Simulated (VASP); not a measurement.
Here is a VASP 6.6.1 calculation.

POSCAR

```
Ti
1.0
    0.0000000000      2.0551516146      2.0654273727
    2.0551516146      0.0000000000      2.0654273727
    2.0551516146      2.0551516146      0.0000000000
Ti
1
Direct
    0.0000000000      0.0000000000      0.0000000000
```

File INCAR.step1:

```
SYSTEM = Ti
ALGO = Normal
EDIFF = 1E-4
ENCUT = 520
GGA = PE
ISMEAR = 0
LASPH = .TRUE.
LCHARG = .FALSE.
LREAL = .FALSE.
LWAVE = .TRUE.
NBANDS = 12
NELM = 80
PREC = Accurate
SIGMA = 0.15
```

File INCAR.step2:

```
SYSTEM = Ti
ALGO = Normal
EDIFF = 1E-6
ENCUT = 520
ISIF = 2
ISMEAR = 0
ISTART = 1
LASPH = .TRUE.
LCHARG = .FALSE.
LMIXTAU = .TRUE.
LREAL = .FALSE.
LWAVE = .FALSE.
METAGGA = R2SCAN
NBANDS = 12
NELM = 80
PREC = Accurate
SIGMA = 0.15
```

The input KPOINTS:

```
k-points
0
G
  26 26 26
  0 0 0
```

Potentials or basis: VASP PAW PBE potentials, release 64 (Ti_sv).

Command:

```sh
$ cat potpaw_PBE.64/Ti_sv/POTCAR > POTCAR
$ cp INCAR.step1 INCAR
$ mpirun -np 1 vasp_std > vasp.out
$ cp INCAR.step2 INCAR
$ mpirun -np 1 vasp_std > vasp.out
```

Q: Estimate the pressure.

A: -0.1 GPa.

Q: What does it give for the band gap on the k mesh?

A: Zero (bands 6 and 7 overlap by 1.49 eV).

Stress tensor (GPa, compression positive):
```
-0.07  0.00  0.00
 0.00 -0.07  0.00
 0.00  0.00 -0.24
```

Caveat: the cell differs from its parent crystal (strain +0.0050 x Voigt [0, 0, 1, 0, 0, 0]); the PAW data sets were made with another functional, which shifts forces and pressure a little.
